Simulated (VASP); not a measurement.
# Fe (P6_3/mmc) in VASP: notebook, part 3 of 3

VASP 6.6.1. The steps go on from the part before.

## Step 6: Single point, PBE, collinear spin, antiferromagnetic start (9.79 Å³/atom)

This run uses another cell than the first one, of 9.79 Å³/atom.

File INCAR:

```
SYSTEM = Fe
  PREC = Accurate
  ENCUT = 600
  EDIFF = 1E-6
  ISMEAR = -1
  SIGMA = 0.05
  LREAL = .False.
  LASPH = .True.
  NELM = 200
  ALGO = Normal
  ISIF = 2
  LWAVE = .False.
  LCHARG = .True.
  ISPIN = 2
  MAGMOM = 2.5 -2.5
  LORBIT = 11
  LMAXMIX = 4
  GGA = PE
  LELF = .True.
  LVHAR = .True.
  NBANDS = 19
  GGA_COMPAT = .False.
```

File KPOINTS:

```
Automatic mesh
0
Gamma
  16 16 9
  0 0 0
```

File POSCAR:

```
Fe
1.0
    2.4282482128      0.0000000000      0.0000000000
   -1.2141241064      2.1029246390      0.0000000000
    0.0000000000      0.0000000000      3.8355734350
Fe
2
Direct
    0.3333333333      0.6666666667      0.2500000000
    0.6666666667      0.3333333333      0.7500000000
```

Potentials or basis: VASP PAW PBE potentials, release 64 (Fe).

Launch:

```sh
$ cat potpaw_PBE.64/Fe/POTCAR > POTCAR
$ mpirun -np 1 vasp_std > vasp.out
```

OUTCAR:

```text
SYSTEM = Fe
   PREC = Accurate
   ENCUT = 600
   EDIFF = 1E-6
   ISMEAR = -1
   LREAL = .False.
   LASPH = .True.
   NELM = 200
   ISIF = 2
   ISPIN = 2
   LORBIT = 11
   GGA = PE

 ion  position               nearest neighbor table
   1  0.333  0.667  0.250-   2 2.38   2 2.38   2 2.38   2 2.38   2 2.38   2 2.38
   2  0.667  0.333  0.750-   1 2.38   1 2.38   1 2.38   1 2.38   1 2.38   1 2.38

  LATTYP: Found a hexagonal cell.
 ALAT       =     2.4282482128
 C/A-ratio  =     1.5795639897

  Lattice vectors:

 A1 = (   2.4282482128,   0.0000000000,   0.0000000000)
 A2 = (  -1.2141241064,   2.1029246390,   0.0000000000)
 A3 = (   0.0000000000,   0.0000000000,   3.8355734350)

Analysis of symmetry for initial positions (statically):
=====================================================================
 Subroutine PRICEL returns:
 Original cell was already a primitive cell.

 Routine SETGRP: Setting up the symmetry group for a
 hexagonal supercell.

 Subroutine GETGRP returns: Found 24 space group operations
 (whereof 12 operations were pure point group operations)
 out of a pool of 24 trial point group operations.

The static configuration has the point symmetry D_3d.
 The point group associated with its full space group is D_6h.

Analysis of symmetry for dynamics (positions and initial velocities):
=====================================================================
 Subroutine PRICEL returns:
 Original cell was already a primitive cell.

 Routine SETGRP: Setting up the symmetry group for a
 hexagonal supercell.

 Subroutine GETGRP returns: Found 24 space group operations
 (whereof 12 operations were pure point group operations)
 out of a pool of 24 trial point group operations.

The dynamic configuration has the point symmetry D_3d.
 The point group associated with its full space group is D_6h.

Analysis of structural, dynamic, and magnetic symmetry:
=====================================================================
 Subroutine PRICEL returns:
 Original cell was already a primitive cell.

 Routine SETGRP: Setting up the symmetry group for a
 hexagonal supercell.

 Subroutine GETGRP returns: Found 24 space group operations
 (whereof 12 operations were pure point group operations)
 out of a pool of 24 trial point group operations.

The overall configuration has the point symmetry D_3d.
 The point group associated with its full space group is D_6h.

 Subroutine INISYM returns: Found 24 space group operations
 (whereof 12 operations are pure point group operations),
 and found     1 'primitive' translations

----------------------------------------------------------------------------------------

                                     Primitive cell

  volume of cell :      19.5861

  direct lattice vectors                    reciprocal lattice vectors
     2.428248213  0.000000000  0.000000000     0.411819514  0.237764108  0.000000000
    -1.214124106  2.102924639  0.000000000     0.000000000  0.475528215  0.000000000
     0.000000000  0.000000000  3.835573435     0.000000000  0.000000000  0.260717209

  length of vectors
     2.428248213  2.428248213  3.835573435     0.475528215  0.475528215  0.260717209

  position of ions in fractional coordinates (direct lattice)
[... 71 lines left out ...]
   ISTART =      0    job   : 0-new  1-cont  2-samecut
   ICHARG =      2    charge: 1-file 2-atom 10-const
   ISPIN  =      2    spin polarized calculation?
   LNONCOLLINEAR =      F non collinear calculations
   LSORBIT =      F    spin-orbit coupling
   LASPH  =      T    aspherical Exc in radial PAW
   ENCUT  =  600.0 eV  44.10 Ry    6.64 a.u.   4.85  4.85  7.66*2*pi/ulx,y,z
   NELM   =    200;   NELMIN=  2; NELMDL= -5     # of ELM steps
   EDIFF  = 0.1E-05   stopping-criterion for ELM
   LREAL  =      F    real-space projection
   EDIFFG = 0.1E-04   stopping-criterion for IOM
   NSW    =      0    number of steps for IOM
   IBRION =     -1    ionic relax: 0-MD 1-quasi-New 2-CG
   NFREE  =      0    steps in history (QN), initial steepest desc. (CG)
   ISIF   =      2    stress and relaxation
   ISYM   =      2    0-nonsym 1-usesym 2-fastsym
   POTIM  = 0.5000    time-step for ionic-motion
   TEBEG  =    0.0;   TEEND  =   0.0 temperature during run
   PSTRESS=    0.0 pullay stress
   NELECT =      16.0000    total number of electrons
   NUPDOWN=      -1.0000    fix difference up-down
   EMIN   =  10.00;   EMAX   =-10.00  energy-range for DOS
   EFERMI =   0.00;   METHOD = LEGACY
   ISMEAR =    -1;   SIGMA  =   0.05  broadening in eV -4-tet -1-fermi 0-gaus
   EFERMI_NEDOS =   21; number of points for ismear=-14 and -15
   IALGO  =     38    algorithm
   IMIX   =      4    mixing-type and parameters
     AMIX     =   0.40;   BMIX     =  1.00
     AMIX_MAG =   1.60;   BMIX_MAG =  1.00
  volume/ion in A,a.u.               =       9.79        66.09
  Fermi-wavevector in a.u.,A,eV,Ry     =   1.530379  2.891998 31.865678  2.342061
  Thomas-Fermi vector in A             =   2.637870
   LORBIT       =     11    0 simple, 1 ext, 2 COOP (PROOUT), +10 PAW based schemes
   GGA     = PE    functional components
   LHFCALC =     F    Hartree Fock is set to
   AEXX    =    0.0000 exact exchange contribution
   IVDW    =     0    specifies the selected vdW correction
   LEPSILON=     F    determine dielectric tensor
   LRPA    =     F    only Hartree local field effects (RPA)
 spin polarized calculation
  energy-cutoff  :      600.00
  volume of cell :       19.59
 maximum number of plane-waves:       679
 NGX is ok and might be reduce to    20
   NGX =  9   NGY =  9   NGZ = 15

 number of electron      15.9999995 magnetization       0.0000000

 number of electron      15.9999995 magnetization      -0.0000000

 Free energy of the ion-electron system (eV)
  ---------------------------------------------------
  ext. energy  EPLUGINS =         0.00000000
  ---------------------------------------------------
  free energy    TOTEN  =       -16.29177773 eV

  energy without entropy =      -16.27492841  energy(sigma->0) =      -16.28335307

 E-fermi :   7.3608     XC(G=0): -14.0265

 val. band max:        7.3549609174   @ k =   0.3750   0.1250   0.3333
 cond. band min:       7.3739163551   @ k =   0.1250   0.0625   0.3333
 fundamental gap:      0.0189554378
 Fermi energy:         7.3608018833

 spin component 1

 k-point     1 :       0.0000    0.0000    0.0000
  band No.  band energies     occupation
      1      -1.7790      1.00000
      2       2.1916      1.00000
      3       5.6122      1.00000
      4       5.6122      1.00000
      5       5.7572      1.00000
      6       6.1086      1.00000
[... 517 lines left out ...]
     18      28.6380      0.00000
     19      30.6680      0.00000

 [... further k-points ...]

 spin component 2

 k-point     1 :       0.0000    0.0000    0.0000
  band No.  band energies     occupation
      1      -1.7790      1.00000
      2       2.1916      1.00000
      3       5.6122      1.00000
      4       5.6122      1.00000
      5       5.7572      1.00000
      6       6.1086      1.00000
[... 517 lines left out ...]
     18      28.6380      0.00000
     19      30.6680      0.00000

 [... further k-points ...]

------------------------ aborting loop because EDIFF is reached ----------------------------------------

  FORCE on cell =-STRESS in cart. coord.  units (eV):
  Direction    XX          YY          ZZ          XY          YZ          ZX
  --------------------------------------------------------------------------------------
  -------------------------------------------------------------------------------------
  Total        1.4415048      1.4415048      1.5109200      0.0000000      0.0000000      0.0000000
  in kB      117.9178625    117.9178625    123.5961546      0.0000000      0.0000000      0.0000000
  external PRESSURE =     119.8106265 kB  Pullay stress =       0.0000000 kB

 VOLUME and BASIS-vectors are now :
 -----------------------------------------------------------------------------
  energy-cutoff  :      600.00
  volume of cell :       19.59
      direct lattice vectors                 reciprocal lattice vectors
     2.428248213  0.000000000  0.000000000     0.411819514  0.237764108  0.000000000
    -1.214124106  2.102924639  0.000000000     0.000000000  0.475528215  0.000000000
     0.000000000  0.000000000  3.835573435     0.000000000  0.000000000  0.260717209

 POSITION                                       TOTAL-FORCE (eV/Angst)
 -----------------------------------------------------------------------------------
     -0.00000      1.40195      0.95889         0.000000      0.000000      0.000000
      1.21412      0.70097      2.87668        -0.000000      0.000000      0.000000
 -----------------------------------------------------------------------------------
    total drift:                                0.000000     -0.000000     -0.000000

  FREE ENERGIE OF THE ION-ELECTRON SYSTEM (eV)
  ---------------------------------------------------
  free  energy   TOTEN  =       -16.2917777327 eV

  energy  without entropy=      -16.2749284053  energy(sigma->0) =      -16.28335307

 total charge

# of ion       s       p       d       tot
------------------------------------------
    1        0.557   0.680   6.380   7.617
    2        0.557   0.680   6.380   7.617
--------------------------------------------------
tot          1.113   1.360  12.761  15.234

 magnetization (x)

# of ion       s       p       d       tot
------------------------------------------
    1        0.000   0.000   0.000   0.000
    2       -0.000  -0.000  -0.000  -0.000
--------------------------------------------------
tot          0.000   0.000   0.000   0.000
```

OSZICAR:

```text
N       E                     dE             d eps       ncg     rms          rms(c)
DAV:   1     0.823645237783E+02    0.82365E+02   -0.76137E+03 12048   0.127E+03
DAV:   2    -0.148467764725E+02   -0.97211E+02   -0.85138E+02 11484   0.219E+02
DAV:   3    -0.187764469028E+02   -0.39297E+01   -0.37070E+01 12593   0.555E+01
DAV:   4    -0.188077268595E+02   -0.31280E-01   -0.31255E-01 12731   0.464E+00
DAV:   5    -0.188080263958E+02   -0.29954E-03   -0.29953E-03 12811   0.426E-01    0.194E+01
DAV:   6    -0.163379013996E+02    0.24701E+01   -0.59319E+00 12427   0.560E+01    0.479E+00
DAV:   7    -0.162675057016E+02    0.70396E-01   -0.53894E-01 14895   0.125E+01    0.368E+00
DAV:   8    -0.162618418982E+02    0.56638E-02   -0.17275E-02 15113   0.201E+00    0.151E+00
DAV:   9    -0.162659541226E+02   -0.41122E-02   -0.21385E-02 19511   0.299E+00    0.110E+00
DAV:  10    -0.162876419115E+02   -0.21688E-01   -0.10885E-01 17485   0.654E+00    0.393E-01
DAV:  11    -0.162888630124E+02   -0.12211E-02   -0.82446E-03 17355   0.106E+00    0.397E-01
DAV:  12    -0.162908917696E+02   -0.20288E-02   -0.14559E-02 18024   0.211E+00    0.187E-01
DAV:  13    -0.162913197085E+02   -0.42794E-03   -0.12515E-03 17926   0.517E-01    0.143E-01
DAV:  14    -0.162917324558E+02   -0.41275E-03   -0.52508E-03 17986   0.125E+00    0.627E-02
DAV:  15    -0.162917667628E+02   -0.34307E-04   -0.33985E-04 17533   0.259E-01    0.201E-02
DAV:  16    -0.162917764814E+02   -0.97186E-05   -0.44019E-05 17897   0.879E-02    0.686E-03
DAV:  17    -0.162917777676E+02   -0.12862E-05   -0.74122E-06  8622   0.454E-02    0.392E-03
DAV:  18    -0.162917777327E+02    0.34875E-07   -0.37260E-06  6967   0.298E-02
   1 F= -.16291778E+02 E0= -.16283353E+02  d E =-.168493E-01  mag=    -0.0000
```

It took 76 s on 1 thread of AMD EPYC 9R45 (Zen 5), shared host; peak memory 0.19 GiB.

Results:

| Property | Result |
| --- | --- |
| Free energy | -16.2918 eV |
| Pressure | 12.0 GPa |
| Band gap on the k mesh | zero (filled and empty bands overlap) |
| Net moment | 0.00 μB per cell |
| Valence electrons inside the program's atomic spheres | Fe 7.62 |

Stress tensor (GPa, compression positive):
```
11.79  0.00  0.00
 0.00 11.79  0.00
 0.00  0.00 12.36
```

Caveat: the cell stands under pressure; the moments typed at the start vanished in this run.

The gap in the log of VASP goes by the Fermi energy; the results here count the filled bands.